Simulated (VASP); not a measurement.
Here is a VASP 6.6.1 calculation.

Contents of POSCAR:

```
LiCl
1.0
    0.0000000000      2.5560252063      2.5560252063
    2.5560252063      0.0000000000      2.5560252063
    2.5560252063      2.5560252063      0.0000000000
Li Cl
1 1
Direct
    0.0000000000      0.0000000000      0.0000000000
    0.5000000000      0.5000000000      0.5000000000
```

INCAR.step1

```
SYSTEM = LiCl
PREC = Accurate
ENCUT = 520
EDIFF = 1E-5
ISMEAR = 0
SIGMA = 0.01
LREAL = .False.
LASPH = .True.
NELM = 100
ALGO = Normal
ISIF = 2
LWAVE = .True.
LCHARG = .False.
NBANDS = 12
GGA = PE
```

File INCAR.step2:

```
SYSTEM = LiCl
PREC = Accurate
ENCUT = 520
EDIFF = 1E-7
ISMEAR = 0
SIGMA = 0.01
LREAL = .False.
LASPH = .True.
NELM = 100
ALGO = Normal
ISIF = 2
LWAVE = .False.
LCHARG = .False.
GGA = PE
LHFCALC = .True.
HFSCREEN = 0.2079
PRECFOCK = Normal
NBANDS = 12
ISTART = 1
```

File KPOINTS:

```
Automatic mesh
0
Gamma
  4 4 4
  0 0 0
```

Potentials or basis: VASP PAW PBE potentials, release 64 (Li_sv, Cl).

The run is started by

```sh
$ cat potpaw_PBE.64/Li_sv/POTCAR potpaw_PBE.64/Cl/POTCAR > POTCAR
$ cp INCAR.step1 INCAR
$ mpirun -np 1 vasp_std > vasp.out
$ cp INCAR.step2 INCAR
$ mpirun -np 1 vasp_std > vasp.out
```

(1) What does it give for the band gap on the k mesh?

Results:

(1) 7.80 eV.

Caveat: the k points lie up to 0.53 Å⁻¹ apart.
